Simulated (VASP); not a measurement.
# Li2S (Fm-3m) in VASP: further runs

Li2S is run at these levels: r2SCAN; tasks: single point.

Program: VASP 6.6.1. These are calculated values, not measurements. Logs are shortened: lines on timing, memory, paths and dates and some standing lists are left out, and cuts for length are marked.

### Step 1. The cell of the first run

Symmetry: Fm-3m, No. 225, cubic system. The conventional cell has a = 5.873 Å, b = 5.873 Å, c = 5.873 Å, α = 90.00°, β = 90.00°, γ = 90.00°. Within 3.4 Å of Li (site symmetry -43m) lie 4 S at 2.54 Å and 6 Li at 2.94 Å. S (site symmetry m-3m) has 8 Li at 2.54 Å within 3.4 Å.

### Step 2. Single point, r2SCAN (volume scaled by 1.10)

POSCAR

```
Li2S
1.0
    0.0000000000      2.9363207884      2.9363207884
    2.9363207884      0.0000000000      2.9363207884
    2.9363207884      2.9363207884      0.0000000000
Li S
2 1
Direct
    0.2500000000      0.2500000000      0.2500000000
    0.7500000000      0.7500000000      0.7500000000
    0.0000000000      0.0000000000      0.0000000000
```

INCAR.step1

```
  PREC = Accurate
  ENCUT = 830
  ISMEAR = 0
  SIGMA = 0.02
  LREAL = False
  LASPH = True
  NELM = 120
  NBANDS = 13
  GGA = PE
  ALGO = Normal
  EDIFF = 1E-5
  LWAVE = True
  LCHARG = False
  GGA_COMPAT = False
```

INCAR.step2

```
  PREC = Accurate
  ENCUT = 830
  EDIFF = 1E-6
  ISMEAR = 0
  SIGMA = 0.02
  LREAL = False
  LASPH = True
  NELM = 120
  ALGO = Normal
  ISIF = 2
  LWAVE = False
  LCHARG = False
  METAGGA = R2SCAN
  LMIXTAU = True
  NBANDS = 13
  ISTART = 1
  GGA_COMPAT = False
```

KPOINTS

```
Automatic mesh
0
Gamma
  8 8 8
```

Potentials or basis: VASP PAW PBE potentials, release 64 (Li_sv, S).

On the command line:

```console
> cat potpaw_PBE.64/Li_sv/POTCAR potpaw_PBE.64/S/POTCAR > POTCAR
> cp INCAR.step1 INCAR
> mpirun -np 1 vasp_std > vasp.out
> cp INCAR.step2 INCAR
> mpirun -np 1 vasp_std > vasp.out
```

OUTCAR:

```text
PREC = Accurate
   ENCUT = 830
   EDIFF = 1E-6
   ISMEAR = 0
   LREAL = False
   LASPH = True
   NELM = 120
   ISIF = 2
   METAGGA = R2SCAN
   ISTART = 1

 ion  position               nearest neighbor table
   1  0.250  0.250  0.250-   3 2.54   3 2.54   3 2.54   3 2.54
   2  0.750  0.750  0.750-   3 2.54   3 2.54   3 2.54   3 2.54
   3  0.000  0.000  0.000-   2 2.54   2 2.54   2 2.54   1 2.54   2 2.54   1 2.54   1 2.54   1 2.54

  LATTYP: Found a face centered cubic cell.
 ALAT       =     5.8726415768

  Lattice vectors:

 A1 = (   0.0000000000,   2.9363207884,   2.9363207884)
 A2 = (   2.9363207884,   0.0000000000,   2.9363207884)
 A3 = (   2.9363207884,   2.9363207884,   0.0000000000)

Analysis of symmetry for initial positions (statically):
=====================================================================
 Subroutine PRICEL returns:
 Original cell was already a primitive cell.

 Routine SETGRP: Setting up the symmetry group for a
 face centered cubic supercell.

 Subroutine GETGRP returns: Found 48 space group operations
 (whereof 48 operations were pure point group operations)
 out of a pool of 48 trial point group operations.

The static configuration has the point symmetry O_h .

Analysis of symmetry for dynamics (positions and initial velocities):
=====================================================================
 Subroutine PRICEL returns:
 Original cell was already a primitive cell.

 Routine SETGRP: Setting up the symmetry group for a
 face centered cubic supercell.

 Subroutine GETGRP returns: Found 48 space group operations
 (whereof 48 operations were pure point group operations)
 out of a pool of 48 trial point group operations.

The dynamic configuration has the point symmetry O_h .

 Subroutine INISYM returns: Found 48 space group operations
 (whereof 48 operations are pure point group operations),
 and found     1 'primitive' translations

----------------------------------------------------------------------------------------

                                     Primitive cell

  volume of cell :      50.6338

  direct lattice vectors                    reciprocal lattice vectors
     0.000000000  2.936320788  2.936320788    -0.170281123  0.170281123  0.170281123
     2.936320788  0.000000000  2.936320788     0.170281123 -0.170281123  0.170281123
     2.936320788  2.936320788  0.000000000     0.170281123  0.170281123 -0.170281123

  length of vectors
     4.152584682  4.152584682  4.152584682     0.294935556  0.294935556  0.294935556

  position of ions in fractional coordinates (direct lattice)
     0.250000000  0.250000000  0.250000000
     0.750000000  0.750000000  0.750000000
     0.000000000  0.000000000  0.000000000

  ion indices of the primitive-cell ions
   primitive index   ion index
                 1           1
                 2           2
                 3           3

----------------------------------------------------------------------------------------

 KPOINTS: Automatic mesh

Automatic generation of k-mesh.
 Grid dimensions read from file:
 generate k-points for:    8    8    8

 Generating k-lattice:

  Cartesian coordinates                     Fractional coordinates (reciprocal lattice)
    -0.021285140  0.021285140  0.021285140     0.125000000  0.000000000  0.000000000
     0.021285140 -0.021285140  0.021285140     0.000000000  0.125000000  0.000000000
     0.021285140  0.021285140 -0.021285140     0.000000000  0.000000000  0.125000000

  Length of vectors
     0.036866944  0.036866944  0.036866944

  Shift w.r.t. Gamma in fractional coordinates (k-lattice)
     0.000000000  0.000000000  0.000000000

 Subroutine IBZKPT returns following result:
 ===========================================

 Found     29 irreducible k-points:

 Following reciprocal coordinates:
            Coordinates               Weight
  0.000000  0.000000  0.000000      1.000000
  0.125000  0.000000  0.000000      8.000000
  0.250000  0.000000  0.000000      8.000000
  0.375000  0.000000  0.000000      8.000000
  0.500000  0.000000  0.000000      4.000000
  0.125000  0.125000  0.000000      6.000000
[... 16 lines left out ...]
  0.500000  0.250000  0.125000     48.000000
 -0.375000  0.250000  0.125000     24.000000
 [... further k-points ...]
   k-points           NKPTS =     29   k-points in BZ     NKDIM =     29   number of bands    NBANDS=     13
   number of dos      NEDOS =    301   number of ions     NIONS =      3
   total plane-waves  NPLWV =  64000
   dimension x,y,z NGX =    40 NGY =   40 NGZ =   40
   dimension x,y,z NGXF=    80 NGYF=   80 NGZF=   80
   ions per type =               2   1
   NGX,Y,Z   is equivalent  to a cutoff of  16.01, 16.01, 16.01 a.u.
   NGXF,Y,Z  is equivalent  to a cutoff of  32.03, 32.03, 32.03 a.u.
 SYSTEM =  unknown system
   PREC   = accura    normal or accurate (medium, high low for compatibility)
   ISTART =      1    job   : 0-new  1-cont  2-samecut
   ICHARG =      0    charge: 1-file 2-atom 10-const
   ISPIN  =      1    spin polarized calculation?
   LNONCOLLINEAR =      F non collinear calculations
   LSORBIT =      F    spin-orbit coupling
   LASPH  =      T    aspherical Exc in radial PAW
   ENCUT  =  830.0 eV  61.00 Ry    7.81 a.u.   9.75  9.75  9.75*2*pi/ulx,y,z
   NELM   =    120;   NELMIN=  2; NELMDL=  0     # of ELM steps
   EDIFF  = 0.1E-05   stopping-criterion for ELM
   LREAL  =      F    real-space projection
   EDIFFG = 0.1E-04   stopping-criterion for IOM
   NSW    =      0    number of steps for IOM
   IBRION =     -1    ionic relax: 0-MD 1-quasi-New 2-CG
   NFREE  =      0    steps in history (QN), initial steepest desc. (CG)
   ISIF   =      2    stress and relaxation
   ISYM   =      2    0-nonsym 1-usesym 2-fastsym
   POTIM  = 0.5000    time-step for ionic-motion
   TEBEG  =    0.0;   TEEND  =   0.0 temperature during run
   PSTRESS=    0.0 pullay stress
   NELECT =      12.0000    total number of electrons
   NUPDOWN=      -1.0000    fix difference up-down
   EMIN   =  10.00;   EMAX   =-10.00  energy-range for DOS
   EFERMI =   0.00;   METHOD = LEGACY
   ISMEAR =     0;   SIGMA  =   0.02  broadening in eV -4-tet -1-fermi 0-gaus
   EFERMI_NEDOS =   21; number of points for ismear=-14 and -15
   IALGO  =     38    algorithm
   IMIX   =      4    mixing-type and parameters
     AMIX     =   0.40;   BMIX     =  1.00
     AMIX_MAG =   1.60;   BMIX_MAG =  1.00
  volume/ion in A,a.u.               =      16.88       113.90
  Fermi-wavevector in a.u.,A,eV,Ry     =   1.013106  1.914494 13.964811  1.026385
  Thomas-Fermi vector in A             =   2.146256
   LORBIT       =      0    0 simple, 1 ext, 2 COOP (PROOUT), +10 PAW based schemes
   METAGGA = R2SCAN    functional components
   LHFCALC =     F    Hartree Fock is set to
   AEXX    =    0.0000 exact exchange contribution
   IVDW    =     0    specifies the selected vdW correction
   LEPSILON=     F    determine dielectric tensor
   LRPA    =     F    only Hartree local field effects (RPA)
 non-spin polarized calculation
 Gauss-broadening in eV      SIGMA  =   0.02
  energy-cutoff  :      830.00
  volume of cell :       50.63
 maximum number of plane-waves:      2786
   NGX = 19   NGY = 19   NGZ = 19

 number of electron      11.9999998 magnetization

 Free energy of the ion-electron system (eV)
  ---------------------------------------------------
  ext. energy  EPLUGINS =         0.00000000
  ---------------------------------------------------
  free energy    TOTEN  =       -17.32693043 eV

  energy without entropy =      -17.32693043  energy(sigma->0) =      -17.32693043

 E-fermi :   0.9166     XC(G=0):  -8.5502

 val. band max:        0.6659784342   @ k =   0.0000   0.0000   0.0000
 cond. band min:       4.5624421716   @ k =   0.5000   0.5000   0.0000
 fundamental gap:      3.8964637374
 Fermi energy:         0.9165937792

 k-point     1 :       0.0000    0.0000    0.0000
  band No.  band energies     occupation
      1     -45.1225      2.00000
      2     -45.0940      2.00000
      3     -10.5818      2.00000
      4       0.6660      2.00000
      5       0.6660      2.00000
      6       0.6660      2.00000
      7       5.2147      0.00000
      8       7.5142      0.00000
      9       7.5142      0.00000
     10       7.5142      0.00000
     11      12.1793      0.00000
     12      12.1793      0.00000
     13      13.5910      0.00000

 k-point     2 :       0.1250    0.0000    0.0000
  band No.  band energies     occupation
      1     -45.1213      2.00000
      2     -45.0951      2.00000
      3     -10.5323      2.00000
      4       0.1428      2.00000
      5       0.5906      2.00000
      6       0.5906      2.00000
      7       5.6340      0.00000
      8       7.7364      0.00000
      9       7.7364      0.00000
     10       7.8091      0.00000
     11      11.2908      0.00000
     12      11.2908      0.00000
     13      13.6877      0.00000

 k-point     3 :       0.2500    0.0000    0.0000
  band No.  band energies     occupation
      1     -45.1180      2.00000
      2     -45.0980      2.00000
      3     -10.4064      2.00000
      4      -0.8423      2.00000
      5       0.4243      2.00000
      6       0.4243      2.00000
      7       6.3532      0.00000
      8       8.0333      0.00000
      9       8.0333      0.00000
     10       8.5079      0.00000
     11      10.9489      0.00000
     12      10.9489      0.00000
     13      14.0157      0.00000

 k-point     4 :       0.3750    0.0000    0.0000
  band No.  band energies     occupation
      1     -45.1133      2.00000
      2     -45.1024      2.00000
      3     -10.2703      2.00000
      4      -1.6339      2.00000
      5       0.2761      2.00000
      6       0.2761      2.00000
      7       6.9350      0.00000
      8       7.9147      0.00000
      9       7.9147      0.00000
     10       9.1011      0.00000
     11      12.0209      0.00000
     12      12.0209      0.00000
     13      14.5130      0.00000

 k-point     5 :       0.5000    0.0000    0.0000
  band No.  band energies     occupation
      1     -45.1078      2.00000
      2     -45.1077      2.00000
      3     -10.2105      2.00000
      4      -1.9296      2.00000
      5       0.2191      2.00000
      6       0.2191      2.00000
      7       7.1751      0.00000
      8       7.7956      0.00000
      9       7.7956      0.00000
     10       9.3013      0.00000
     11      13.9692      0.00000
     12      13.9692      0.00000
     13      14.0289      0.00000
[... 257 lines left out ...]
 k-point    22 :       0.3750    0.2500    0.1250
  band No.  band energies     occupation
      1     -45.1159      2.00000
      2     -45.0998      2.00000
      3     -10.3117      2.00000
      4      -0.9596      2.00000
      5      -0.2040      2.00000
      6       0.2125      2.00000
      7       6.4549      0.00000
      8       8.1727      0.00000
      9       8.3528      0.00000
     10       9.2686      0.00000
     11      10.0843      0.00000
     12      13.2086      0.00000
     13      15.4998      0.00000

 k-point    23 :       0.5000    0.2500    0.1250
  band No.  band energies     occupation
      1     -45.1121      2.00000
      2     -45.1034      2.00000
      3     -10.2007      2.00000
      4      -1.4412      2.00000
      5      -0.4195      2.00000
      6       0.0029      2.00000
      7       6.7826      0.00000
      8       7.8954      0.00000
      9       9.1696      0.00000
     10       9.5152      0.00000
     11      11.0339      0.00000
     12      13.4526      0.00000
     13      14.7699      0.00000

 k-point    24 :      -0.3750    0.2500    0.1250
  band No.  band energies     occupation
      1     -45.1077      2.00000
      2     -45.1077      2.00000
      3     -10.1524      2.00000
      4      -1.6497      2.00000
      5      -0.4425      2.00000
      6      -0.1257      2.00000
      7       6.9375      0.00000
      8       7.7549      0.00000
      9       9.4460      0.00000
     10      10.0317      0.00000
     11      11.4704      0.00000
     12      12.7413      0.00000
     13      14.3970      0.00000

 [... further k-points ...]

------------------------ aborting loop because EDIFF is reached ----------------------------------------

  FORCE on cell =-STRESS in cart. coord.  units (eV):
  Direction    XX          YY          ZZ          XY          YZ          ZX
  --------------------------------------------------------------------------------------
  -------------------------------------------------------------------------------------
  Total       -1.1340558     -1.1340558     -1.1340558      0.0000000      0.0000000     -0.0000000
  in kB      -35.8843013    -35.8843013    -35.8843013      0.0000000      0.0000000     -0.0000000
  external PRESSURE =     -35.8843013 kB  Pullay stress =       0.0000000 kB

 VOLUME and BASIS-vectors are now :
 -----------------------------------------------------------------------------
  energy-cutoff  :      830.00
  volume of cell :       50.63
      direct lattice vectors                 reciprocal lattice vectors
     0.000000000  2.936320788  2.936320788    -0.170281123  0.170281123  0.170281123
     2.936320788  0.000000000  2.936320788     0.170281123 -0.170281123  0.170281123
     2.936320788  2.936320788  0.000000000     0.170281123  0.170281123 -0.170281123

 POSITION                                       TOTAL-FORCE (eV/Angst)
 -----------------------------------------------------------------------------------
      1.46816      1.46816      1.46816         0.000000      0.000000      0.000000
      4.40448      4.40448      4.40448        -0.000000     -0.000000     -0.000000
      0.00000      0.00000      0.00000        -0.000000      0.000000     -0.000000
 -----------------------------------------------------------------------------------
    total drift:                                0.000000     -0.000000      0.000000

  FREE ENERGIE OF THE ION-ELECTRON SYSTEM (eV)
  ---------------------------------------------------
  free  energy   TOTEN  =       -17.3269304337 eV

  energy  without entropy=      -17.3269304337  energy(sigma->0) =      -17.32693043
```

Wall time 2 min (1 thread of Intel Xeon Platinum 8488C (Sapphire Rapids), shared host); peak memory 0.27 GiB.

What came out:

```
Free energy            : -17.3269 eV
Pressure               : -3.6 GPa
Band gap on the k mesh : 3.90 eV, indirect (least direct gap 4.55 eV)
```

Levels at points of the mesh, in eV from the valence-band top:
```
           k point  band 4  band 5  band 6  band 7  band 8  band 9
(0.00, 0.00, 0.00)    0.00    0.00    0.00    4.55    6.85    6.85
(0.50, 0.00, 0.00)   -2.60   -0.45   -0.45    6.51    7.13    7.13
(0.50, 0.50, 0.00)   -1.97   -1.26   -1.26    3.90    7.62   11.45
```

Caveat: the PAW data sets were made with another functional, which shifts forces and pressure a little.

### Step 3. Single point, r2SCAN (volume scaled by 0.94)

POSCAR

```
Li2S
1.0
    0.0000000000      2.7864326862      2.7864326862
    2.7864326862      0.0000000000      2.7864326862
    2.7864326862      2.7864326862      0.0000000000
Li S
2 1
Direct
    0.2500000000      0.2500000000      0.2500000000
    0.7500000000      0.7500000000      0.7500000000
    0.0000000000      0.0000000000      0.0000000000
```

INCAR.step1

```
ALGO = Normal
EDIFF = 1E-5
ENCUT = 830
GGA = PE
GGA_COMPAT = F
ISMEAR = 0
LASPH = T
LCHARG = F
LREAL = F
LWAVE = T
NBANDS = 13
NELM = 120
PREC = Accurate
SIGMA = 0.02
```

INCAR.step2

```
ALGO = Normal
EDIFF = 1E-6
ENCUT = 830
GGA_COMPAT = F
ISIF = 2
ISMEAR = 0
ISTART = 1
LASPH = T
LCHARG = F
LMIXTAU = T
LREAL = F
LWAVE = F
METAGGA = R2SCAN
NBANDS = 13
NELM = 120
PREC = Accurate
SIGMA = 0.02
```

KPOINTS

```
k-points
0
Gamma
  8 8 8
```

Potentials or basis: VASP PAW PBE potentials, release 64 (Li_sv, S).

On the command line:

```console
> cat potpaw_PBE.64/Li_sv/POTCAR potpaw_PBE.64/S/POTCAR > POTCAR
> cp INCAR.step1 INCAR
> mpirun -np 1 vasp_std > vasp.out
> cp INCAR.step2 INCAR
> mpirun -np 1 vasp_std > vasp.out
```

Wall time 81 s (1 thread of Intel Xeon 6975P-C (Granite Rapids), shared host); peak memory 0.24 GiB.

The run converged. Its results:

* Free energy: -17.3613 eV
* Pressure: 2.9 GPa
* Band gap on the k mesh: 3.81 eV, indirect (least direct gap 5.38 eV)

Levels at points of the mesh, in eV from the valence-band top:
| k point | band 3 | band 4 | band 5 | band 6 | band 7 | band 8 | band 9 | band 10 |
| --- | --- | --- | --- | --- | --- | --- | --- | --- |
| (0.00, 0.00, 0.00) | -11.66 | 0.00 | 0.00 | 0.00 | 5.40 | 6.93 | 6.93 | 6.93 |
| (0.50, 0.00, 0.00) | -11.17 | -3.11 | -0.56 | -0.56 | 7.22 | 7.22 | 7.28 | 9.47 |
| (0.50, 0.50, 0.00) | -11.03 | -2.30 | -1.57 | -1.57 | 3.81 | 8.06 | 12.66 | 12.66 |

Caveat: the PAW data sets were made with another functional, which shifts forces and pressure a little. A k mesh can miss the band edges.
